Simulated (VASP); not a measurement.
Here is a VASP 6.6.1 calculation.

File INCAR:

```
SYSTEM = MgO
PREC = Accurate ; ENCUT = 520
EDIFF = 1E-6 ; ISMEAR = 0
SIGMA = 0.05 ; LREAL = .False.
LASPH = .True. ; NELM = 80
ALGO = Normal ; ISIF = 2
LWAVE = .False. ; LCHARG = .False.
GGA = PS ; NBANDS = 16
```

Contents of KPOINTS:

```
Automatic mesh
0
Gamma
  9 9 6
  0 0 0
```

The input POSCAR:

```
MgO
1.0
    3.3992184161      0.0000000000      0.0000000000
   -1.6996092081      2.9438095014      0.0000000000
    0.0000000000      0.0000000000      4.0735901895
Mg O
2 2
Direct
    0.6666666667      0.3333333333      0.7500000000
    0.3333333333      0.6666666667      0.2500000000
    0.6666666667      0.3333333333      0.2500000000
    0.3333333333      0.6666666667      0.7500000000
```

Potentials or basis: VASP PAW PBE potentials, release 64 (Mg, O).

Command:

```console
$ cat potpaw_PBE.64/Mg/POTCAR potpaw_PBE.64/O/POTCAR > POTCAR
$ mpirun -np 1 vasp_std > vasp.out
```

**Question.** Predict the band gap on the k mesh.

**Answer.** 3.70 eV, direct.

**Question.** Predict the pressure.

**Answer.** 12.9 GPa.

Stress tensor (GPa, compression positive):
```
12.44  0.00  0.00
 0.00 12.44  0.00
 0.00  0.00 13.70
```

Caveat: the cell differs from its parent crystal (strain -0.025 along x and y, -0.025 along z); the PAW data sets were made with another functional, which shifts forces and pressure a little.
